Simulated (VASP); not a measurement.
# GePt (Pm-3m) in VASP: a series of runs

Runs on GePt. Level: r2SCAN. Tasks: single point, relaxation of cell and atoms.

All numbers are computed with VASP 6.6.1; they aren't measurements. Logs are shortened: lines on timing, memory, paths and dates and some standing lists are left out, and cuts for length are marked.

## (1) The cell of the first run

The structure is cubic, space group Pm-3m (No. 221). The conventional cell has a = 3.162 Å, b = 3.162 Å, c = 3.162 Å, α = 90.00°, β = 90.00°, γ = 90.00°. Within 3.6 Å of Ge (site symmetry m-3m) lie 8 Pt at 2.74 Å and 6 Ge at 3.16 Å. Pt (site symmetry m-3m) has 8 Ge at 2.74 Å and 6 Pt at 3.16 Å within 3.6 Å.

## (2) Single point, r2SCAN

Contents of POSCAR:

```
GePt
1.0
    3.1623249082      0.0000000000      0.0000000000
    0.0000000000      3.1623249082      0.0000000000
    0.0000000000      0.0000000000      3.1623249082
Ge Pt
1 1
Direct
    0.0000000000      0.0000000000      0.0000000000
    0.5000000000      0.5000000000      0.5000000000
```

Contents of INCAR.step1:

```
SYSTEM = GePt
  PREC = Accurate
  ENCUT = 520
  ISMEAR = 0
  SIGMA = 0.1
  LREAL = .FALSE.
  LASPH = .TRUE.
  NELM = 100
  NBANDS = 19
  GGA = PE
  ALGO = Normal
  EDIFF = 1E-4
  LWAVE = .TRUE.
  LCHARG = .FALSE.
```

Contents of INCAR.step2:

```
SYSTEM = GePt
  PREC = Accurate
  ENCUT = 520
  EDIFF = 1E-6
  ISMEAR = 0
  SIGMA = 0.1
  LREAL = .FALSE.
  LASPH = .TRUE.
  NELM = 100
  ALGO = Normal
  ISIF = 2
  LWAVE = .FALSE.
  LCHARG = .FALSE.
  METAGGA = R2SCAN
  LMIXTAU = .TRUE.
  NBANDS = 19
  ISTART = 1
```

Contents of KPOINTS:

```
regular mesh
0
G
  6 6 6
  0 0 0
```

Potentials or basis: VASP PAW PBE potentials, release 64 (Ge_d, Pt).

Command:

```sh
cat potpaw_PBE.64/Ge_d/POTCAR potpaw_PBE.64/Pt/POTCAR > POTCAR
cp INCAR.step1 INCAR
mpirun -np 1 vasp_std > vasp.out
cp INCAR.step2 INCAR
mpirun -np 1 vasp_std > vasp.out
```

OUTCAR:

```text
SYSTEM = GePt
   PREC = Accurate
   ENCUT = 520
   EDIFF = 1E-6
   ISMEAR = 0
   LREAL = .FALSE.
   LASPH = .TRUE.
   NELM = 100
   ISIF = 2
   METAGGA = R2SCAN
   ISTART = 1

 ion  position               nearest neighbor table
   1  0.000  0.000  0.000-   2 2.74   2 2.74   2 2.74   2 2.74   2 2.74   2 2.74   2 2.74   2 2.74

   2  0.500  0.500  0.500-   1 2.74   1 2.74   1 2.74   1 2.74   1 2.74   1 2.74   1 2.74   1 2.74

  LATTYP: Found a simple cubic cell.
 ALAT       =     3.1623249082

  Lattice vectors:

 A1 = (   3.1623249082,   0.0000000000,   0.0000000000)
 A2 = (   0.0000000000,   3.1623249082,   0.0000000000)
 A3 = (   0.0000000000,   0.0000000000,   3.1623249082)

Analysis of symmetry for initial positions (statically):
=====================================================================
 Subroutine PRICEL returns:
 Original cell was already a primitive cell.

 Routine SETGRP: Setting up the symmetry group for a
 simple cubic supercell.

 Subroutine GETGRP returns: Found 48 space group operations
 (whereof 48 operations were pure point group operations)
 out of a pool of 48 trial point group operations.

The static configuration has the point symmetry O_h .

Analysis of symmetry for dynamics (positions and initial velocities):
=====================================================================
 Subroutine PRICEL returns:
 Original cell was already a primitive cell.

 Routine SETGRP: Setting up the symmetry group for a
 simple cubic supercell.

 Subroutine GETGRP returns: Found 48 space group operations
 (whereof 48 operations were pure point group operations)
 out of a pool of 48 trial point group operations.

The dynamic configuration has the point symmetry O_h .

 Subroutine INISYM returns: Found 48 space group operations
 (whereof 48 operations are pure point group operations),
 and found     1 'primitive' translations

----------------------------------------------------------------------------------------

                                     Primitive cell

  volume of cell :      31.6242

  direct lattice vectors                    reciprocal lattice vectors
     3.162324908  0.000000000  0.000000000     0.316223041  0.000000000  0.000000000
     0.000000000  3.162324908  0.000000000     0.000000000  0.316223041  0.000000000
     0.000000000  0.000000000  3.162324908     0.000000000  0.000000000  0.316223041

  length of vectors
     3.162324908  3.162324908  3.162324908     0.316223041  0.316223041  0.316223041

  position of ions in fractional coordinates (direct lattice)
     0.000000000  0.000000000  0.000000000
     0.500000000  0.500000000  0.500000000

  ion indices of the primitive-cell ions
   primitive index   ion index
                 1           1
                 2           2

----------------------------------------------------------------------------------------

 KPOINTS: regular mesh

Automatic generation of k-mesh.
 Grid dimensions read from file:
 generate k-points for:    6    6    6

 Generating k-lattice:

  Cartesian coordinates                     Fractional coordinates (reciprocal lattice)
     0.052703840  0.000000000  0.000000000     0.166666667  0.000000000  0.000000000
     0.000000000  0.052703840  0.000000000     0.000000000  0.166666667  0.000000000
     0.000000000  0.000000000  0.052703840     0.000000000  0.000000000  0.166666667

  Length of vectors
     0.052703840  0.052703840  0.052703840

  Shift w.r.t. Gamma in fractional coordinates (k-lattice)
     0.000000000  0.000000000  0.000000000

 Subroutine IBZKPT returns following result:
 ===========================================

 Found     20 irreducible k-points:

 Following reciprocal coordinates:
            Coordinates               Weight
  0.000000  0.000000  0.000000      1.000000
  0.166667  0.000000  0.000000      6.000000
  0.333333  0.000000  0.000000      6.000000
  0.500000  0.000000  0.000000      3.000000
  0.166667  0.166667  0.000000     12.000000
  0.333333  0.166667  0.000000     24.000000
[... 12 lines left out ...]
  0.500000  0.500000  0.333333      6.000000
  0.500000  0.500000  0.500000      1.000000
   k-points           NKPTS =     20   k-points in BZ     NKDIM =     20   number of bands    NBANDS=     19
   number of dos      NEDOS =    301   number of ions     NIONS =      2
   total plane-waves  NPLWV =  13824
   dimension x,y,z NGX =    24 NGY =   24 NGZ =   24
   dimension x,y,z NGXF=    48 NGYF=   48 NGZF=   48
   ions per type =               1   1
   NGX,Y,Z   is equivalent  to a cutoff of  12.62, 12.62, 12.62 a.u.
   NGXF,Y,Z  is equivalent  to a cutoff of  25.23, 25.23, 25.23 a.u.
 SYSTEM =  GePt
   PREC   = accura    normal or accurate (medium, high low for compatibility)
   ISTART =      1    job   : 0-new  1-cont  2-samecut
   ICHARG =      0    charge: 1-file 2-atom 10-const
   ISPIN  =      1    spin polarized calculation?
   LNONCOLLINEAR =      F non collinear calculations
   LSORBIT =      F    spin-orbit coupling
   LASPH  =      T    aspherical Exc in radial PAW
   ENCUT  =  520.0 eV  38.22 Ry    6.18 a.u.   5.88  5.88  5.88*2*pi/ulx,y,z
   NELM   =    100;   NELMIN=  2; NELMDL=  0     # of ELM steps
   EDIFF  = 0.1E-05   stopping-criterion for ELM
   LREAL  =      F    real-space projection
   EDIFFG = 0.1E-04   stopping-criterion for IOM
   NSW    =      0    number of steps for IOM
   IBRION =     -1    ionic relax: 0-MD 1-quasi-New 2-CG
   NFREE  =      0    steps in history (QN), initial steepest desc. (CG)
   ISIF   =      2    stress and relaxation
   ISYM   =      2    0-nonsym 1-usesym 2-fastsym
   POTIM  = 0.5000    time-step for ionic-motion
   TEBEG  =    0.0;   TEEND  =   0.0 temperature during run
   PSTRESS=    0.0 pullay stress
   NELECT =      24.0000    total number of electrons
   NUPDOWN=      -1.0000    fix difference up-down
   EMIN   =  10.00;   EMAX   =-10.00  energy-range for DOS
   EFERMI =   0.00;   METHOD = LEGACY
   ISMEAR =     0;   SIGMA  =   0.10  broadening in eV -4-tet -1-fermi 0-gaus
   EFERMI_NEDOS =   21; number of points for ismear=-14 and -15
   IALGO  =     38    algorithm
   IMIX   =      4    mixing-type and parameters
     AMIX     =   0.40;   BMIX     =  1.00
     AMIX_MAG =   1.60;   BMIX_MAG =  1.00
  volume/ion in A,a.u.               =      15.81       106.71
  Fermi-wavevector in a.u.,A,eV,Ry     =   1.493271  2.821874 30.339081  2.229860
  Thomas-Fermi vector in A             =   2.605693
   LORBIT       =      0    0 simple, 1 ext, 2 COOP (PROOUT), +10 PAW based schemes
   METAGGA = R2SCAN    functional components
   LHFCALC =     F    Hartree Fock is set to
   AEXX    =    0.0000 exact exchange contribution
   IVDW    =     0    specifies the selected vdW correction
   LEPSILON=     F    determine dielectric tensor
   LRPA    =     F    only Hartree local field effects (RPA)
 non-spin polarized calculation
 Gauss-broadening in eV      SIGMA  =   0.10
  energy-cutoff  :      520.00
  volume of cell :       31.62
 maximum number of plane-waves:       872
 NGX is ok and might be reduce to    24
   NGX = 11   NGY = 11   NGZ = 11

 number of electron      24.0000019 magnetization

 Free energy of the ion-electron system (eV)
  ---------------------------------------------------
  ext. energy  EPLUGINS =         0.00000000
  ---------------------------------------------------
  free energy    TOTEN  =       -65.37083216 eV

  energy without entropy =      -65.36189170  energy(sigma->0) =      -65.36636193

 E-fermi :   9.8217     XC(G=0): -13.9200

 val. band max:        9.5826046763   @ k =   0.3333   0.3333   0.1667
 cond. band min:       9.8326435110   @ k =   0.5000   0.5000   0.0000
 fundamental gap:      0.2500388348
 Fermi energy:         9.8217226495

 k-point     1 :       0.0000    0.0000    0.0000
  band No.  band energies     occupation
      1     -16.0518      2.00000
      2     -16.0518      2.00000
      3     -15.9985      2.00000
      4     -15.9985      2.00000
      5     -15.9985      2.00000
      6      -3.8798      2.00000
[... 11 lines left out ...]
     18      27.7528      0.00000
     19      27.7528      0.00000

 k-point     2 :       0.1667    0.0000    0.0000
  band No.  band energies     occupation
      1     -16.0504      2.00000
      2     -16.0367      2.00000
      3     -16.0023      2.00000
      4     -16.0023      2.00000
      5     -15.9975      2.00000
      6      -3.4032      2.00000
[... 11 lines left out ...]
     18      25.8800      0.00000
     19      25.8800      0.00000

 k-point     3 :       0.3333    0.0000    0.0000
  band No.  band energies     occupation
      1     -16.0476      2.00000
      2     -16.0101      2.00000
      3     -16.0101      2.00000
      4     -16.0067      2.00000
      5     -15.9956      2.00000
      6      -2.0436      2.00000
[... 11 lines left out ...]
     18      22.0347      0.00000
     19      22.3219      0.00000

 k-point     4 :       0.5000    0.0000    0.0000
  band No.  band energies     occupation
      1     -16.0462      2.00000
      2     -16.0139      2.00000
      3     -16.0139      2.00000
      4     -15.9946      2.00000
      5     -15.9917      2.00000
      6      -0.5313      2.00000
[... 11 lines left out ...]
     18      19.5672      0.00000
     19      20.1127      0.00000

 k-point     5 :       0.1667    0.1667    0.0000
  band No.  band energies     occupation
      1     -16.0425      2.00000
      2     -16.0284      2.00000
      3     -16.0073      2.00000
      4     -16.0034      2.00000
      5     -16.0004      2.00000
      6      -2.9479      2.00000
[... 11 lines left out ...]
     18      22.5711      0.00000
     19      25.1079      0.00000
[... 246 lines left out ...]
      2     -16.0257      2.00000
      3     -16.0257      2.00000
      4     -15.9801      2.00000
      5     -15.9801      2.00000
      6       0.3603      2.00000
[... 11 lines left out ...]
     18      22.5557      0.00000
     19      28.3590      0.00000

 k-point    18 :       0.5000    0.3333    0.3333
  band No.  band energies     occupation
      1     -16.0352      2.00000
      2     -16.0298      2.00000
      3     -16.0261      2.00000
      4     -15.9797      2.00000
      5     -15.9648      2.00000
      6       0.9707      2.00000
[... 11 lines left out ...]
     18      20.6301      0.00000
     19      29.1343      0.00000

 k-point    19 :       0.5000    0.5000    0.3333
  band No.  band energies     occupation
      1     -16.0376      2.00000
      2     -16.0307      2.00000
      3     -16.0307      2.00000
      4     -15.9720      2.00000
      5     -15.9567      2.00000
      6       1.5369      2.00000
[... 11 lines left out ...]
     18      17.5527      0.00000
     19      31.2231      0.00000

 k-point    20 :       0.5000    0.5000    0.5000
  band No.  band energies     occupation
      1     -16.0347      2.00000
      2     -16.0347      2.00000
      3     -16.0347      2.00000
      4     -15.9563      2.00000
      5     -15.9563      2.00000
      6       2.9437      2.00000
[... 11 lines left out ...]
     18      14.2478      0.00000
     19      36.7285      0.00000

------------------------ aborting loop because EDIFF is reached ----------------------------------------

  FORCE on cell =-STRESS in cart. coord.  units (eV):
  Direction    XX          YY          ZZ          XY          YZ          ZX
  --------------------------------------------------------------------------------------
  -------------------------------------------------------------------------------------
  Total        0.0532300      0.0532300      0.0532300      0.0000000      0.0000000      0.0000000
  in kB        2.6967931      2.6967931      2.6967931      0.0000000      0.0000000      0.0000000
  external PRESSURE =       2.6967931 kB  Pullay stress =       0.0000000 kB

 VOLUME and BASIS-vectors are now :
 -----------------------------------------------------------------------------
  energy-cutoff  :      520.00
  volume of cell :       31.62
      direct lattice vectors                 reciprocal lattice vectors
     3.162324908  0.000000000  0.000000000     0.316223041  0.000000000  0.000000000
     0.000000000  3.162324908  0.000000000     0.000000000  0.316223041  0.000000000
     0.000000000  0.000000000  3.162324908     0.000000000  0.000000000  0.316223041

 POSITION                                       TOTAL-FORCE (eV/Angst)
 -----------------------------------------------------------------------------------
      0.00000      0.00000      0.00000         0.000000      0.000000      0.000000
      1.58116      1.58116      1.58116         0.000000      0.000000      0.000000
 -----------------------------------------------------------------------------------
    total drift:                                0.000000      0.000000     -0.000000

  FREE ENERGIE OF THE ION-ELECTRON SYSTEM (eV)
  ---------------------------------------------------
  free  energy   TOTEN  =       -65.3708321555 eV

  energy  without entropy=      -65.3618917041  energy(sigma->0) =      -65.36636193
```

It took 64 s on 1 thread of Intel Xeon 8259CL, shared host; peak memory 0.15 GiB.

What came out:

| Property | Result |
| --- | --- |
| Free energy | -65.3708 eV |
| Pressure | 0.3 GPa |
| Band gap on the k mesh | zero (bands 12 and 13 overlap by 3.68 eV) |

Caveat: the PAW data sets were made with another functional, which shifts forces and pressure a little; spin-orbit coupling is left out, which moves the levels of the heavy elements.

## (3) Single point, r2SCAN

This run uses another cell than the first one, of 16.38 Å³/atom.

Contents of POSCAR:

```
GePt
1.0
    3.1994579022      0.0000000000      0.0000000000
    0.0000000000      3.1994579022      0.0000000000
    0.0000000000      0.0000000000      3.1994579022
Ge Pt
1 1
Direct
    0.0000000000      0.0000000000      0.0000000000
    0.5000000000      0.5000000000      0.5000000000
```

Contents of INCAR.step1:

```
PREC = Accurate
ENCUT = 520
ISMEAR = 0
SIGMA = 0.1
LREAL = False
LASPH = True
NELM = 60
NBANDS = 19
GGA = PE
ALGO = Normal
EDIFF = 1E-4
LWAVE = True
LCHARG = False
```

Contents of INCAR.step2:

```
PREC = Accurate
ENCUT = 520
EDIFF = 1E-6
ISMEAR = 0
SIGMA = 0.1
LREAL = False
LASPH = True
NELM = 60
ALGO = Normal
ISIF = 2
LWAVE = False
LCHARG = False
METAGGA = R2SCAN
LMIXTAU = True
NBANDS = 19
ISTART = 1
```

Contents of KPOINTS:

```
Automatic mesh
0
Gamma
  6 6 6
```

Potentials or basis: VASP PAW PBE potentials, release 64 (Ge_d, Pt).

Command:

```sh
cat potpaw_PBE.64/Ge_d/POTCAR potpaw_PBE.64/Pt/POTCAR > POTCAR
cp INCAR.step1 INCAR
mpirun -np 1 vasp_std > vasp.out
cp INCAR.step2 INCAR
mpirun -np 1 vasp_std > vasp.out
```

OUTCAR:

```text
PREC = Accurate
   ENCUT = 520
   EDIFF = 1E-6
   ISMEAR = 0
   LREAL = False
   LASPH = True
   NELM = 60
   ISIF = 2
   METAGGA = R2SCAN
   ISTART = 1

 ion  position               nearest neighbor table
   1  0.000  0.000  0.000-   2 2.77   2 2.77   2 2.77   2 2.77   2 2.77   2 2.77   2 2.77   2 2.77

   2  0.500  0.500  0.500-   1 2.77   1 2.77   1 2.77   1 2.77   1 2.77   1 2.77   1 2.77   1 2.77

  LATTYP: Found a simple cubic cell.
 ALAT       =     3.1994579022

  Lattice vectors:

 A1 = (   3.1994579022,   0.0000000000,   0.0000000000)
 A2 = (   0.0000000000,   3.1994579022,   0.0000000000)
 A3 = (   0.0000000000,   0.0000000000,   3.1994579022)

Analysis of symmetry for initial positions (statically):
=====================================================================
 Subroutine PRICEL returns:
 Original cell was already a primitive cell.

 Routine SETGRP: Setting up the symmetry group for a
 simple cubic supercell.

 Subroutine GETGRP returns: Found 48 space group operations
 (whereof 48 operations were pure point group operations)
 out of a pool of 48 trial point group operations.

[... 154 lines left out ...]
  free energy    TOTEN  =       -65.35367192 eV

  energy without entropy =      -65.34600276  energy(sigma->0) =      -65.34983734

 E-fermi :   9.2356     XC(G=0): -13.6832

 val. band max:        9.1529631330   @ k =   0.5000   0.5000   0.0000
 cond. band min:       9.2891959362   @ k =   0.5000   0.3333   0.1667
 fundamental gap:      0.1362328031
 Fermi energy:         9.2355689968

 k-point     1 :       0.0000    0.0000    0.0000
  band No.  band energies     occupation
      1     -16.5245      2.00000
      2     -16.5245      2.00000
      3     -16.4777      2.00000
      4     -16.4777      2.00000
      5     -16.4777      2.00000
      6      -4.0466      2.00000
[... 417 lines left out ...]
      6       2.7200      2.00000
[... 11 lines left out ...]
     18      13.4991      0.00000
     19      35.8581      0.00000

------------------------ aborting loop because EDIFF is reached ----------------------------------------

  FORCE on cell =-STRESS in cart. coord.  units (eV):
  Direction    XX          YY          ZZ          XY          YZ          ZX
  --------------------------------------------------------------------------------------
  -------------------------------------------------------------------------------------
  Total       -1.0114229     -1.0114229     -1.0114229      0.0000000     -0.0000000      0.0000000
  in kB      -49.4782304    -49.4782304    -49.4782304      0.0000000     -0.0000000      0.0000000
  external PRESSURE =     -49.4782304 kB  Pullay stress =       0.0000000 kB

 VOLUME and BASIS-vectors are now :
 -----------------------------------------------------------------------------
  energy-cutoff  :      520.00
  volume of cell :       32.75
      direct lattice vectors                 reciprocal lattice vectors
     3.199457902  0.000000000  0.000000000     0.312552948  0.000000000  0.000000000
     0.000000000  3.199457902  0.000000000     0.000000000  0.312552948  0.000000000
     0.000000000  0.000000000  3.199457902     0.000000000  0.000000000  0.312552948

 POSITION                                       TOTAL-FORCE (eV/Angst)
 -----------------------------------------------------------------------------------
      0.00000      0.00000      0.00000         0.000000      0.000000      0.000000
      1.59973      1.59973      1.59973         0.000000      0.000000      0.000000
 -----------------------------------------------------------------------------------
    total drift:                                0.000000      0.000000     -0.000000

  FREE ENERGIE OF THE ION-ELECTRON SYSTEM (eV)
  ---------------------------------------------------
  free  energy   TOTEN  =       -65.3536719156 eV

  energy  without entropy=      -65.3460027610  energy(sigma->0) =      -65.34983734
```

Run time: 72 s. Hardware: 1 thread of Intel Xeon 8259CL, shared host; peak memory 0.15 GiB.

Results:

```yaml
Free_energy: -65.3537 eV
Pressure: -4.9 GPa
Band_gap_on_the_k_mesh: zero (bands 12 and 13 overlap by 3.82 eV)
```

Levels at points of the mesh, in eV from the Fermi level:
```
           k point  band 8  band 9  band 10  band 11  band 12  band 13  band 14  band 15  band 16  band 17
(0.00, 0.00, 0.00)   -4.92   -2.40    -2.40    -2.40     1.81     1.81     1.81     4.71    10.38    10.38
(0.50, 0.00, 0.00)   -4.53   -4.02    -4.02    -2.30    -1.13     6.78     6.78     7.98     8.35     9.68
(0.50, 0.50, 0.00)   -4.12   -4.12    -3.27    -3.27    -1.42    -0.08     1.01     5.09    11.68    11.68
(0.50, 0.50, 0.50)   -6.52   -5.64    -1.35    -1.35     2.63     2.63     2.63     4.15     4.15     4.15
```

Caveat: the cell stands under tension; the PAW data sets were made with another functional, which shifts forces and pressure a little; spin-orbit coupling is left out, which moves the levels of the heavy elements.

(Part 1 of 2 ends here.)

The gap in the log of VASP goes by the Fermi energy; the results here count the filled bands.